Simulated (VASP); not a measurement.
Crystal: Ag.

```
Ag
1.0
     2.68025    0.00000    0.00000
     0.00000    2.68025    0.00000
     0.00000    0.00000    2.68025
Ag
1
Direct
  0.00000 0.00000 0.00000
```

| Quantity | Value |
| --- | --- |
| Program | VASP 6.6.1 |
| Task | relaxation of cell and atoms |
| Functional | PBE |
| Potentials or basis | VASP PAW PBE potentials, release 64 (Ag) |
| Cutoff | 600 eV |
| k mesh | 16 × 16 × 16 |
| Occupations | fermi-dirac, width 0.08 eV |
| Spin | no spin polarisation |

At the start: pressure 6.3 GPa; volume 19.25 Å³/atom.

**Question.** Where does the relaxation end?

**Answer.** Over 3 steps the energy falls by 27.4 meV/atom and the volume is 20.76 Å³/atom (+7.8 %); space group Pm-3m (No. 221, to 0.05 Å).

Step by step:
| step | energy change (eV) | largest force (eV/Å) | pressure (GPa) | volume (Å³) |
| --- | --- | --- | --- | --- |
| 1 | 0.0000 | 0.0000 | 6.32 | 19.25 |
| 2 | -0.0231 | 0.0000 | -1.98 | 21.45 |
| 3 | -0.0274 | 0.0000 | 0.03 | 20.76 |

Final structure:
```yaml
crystal:
  lattice:
    - [2.74852, 0.00000, 0.00000]
    - [0.00000, 2.74852, 0.00000]
    - [0.00000, 0.00000, 2.74852]
  atoms:
    - { symbol: Ag, position: [0.00000, 0.00000, 0.00000] }
```
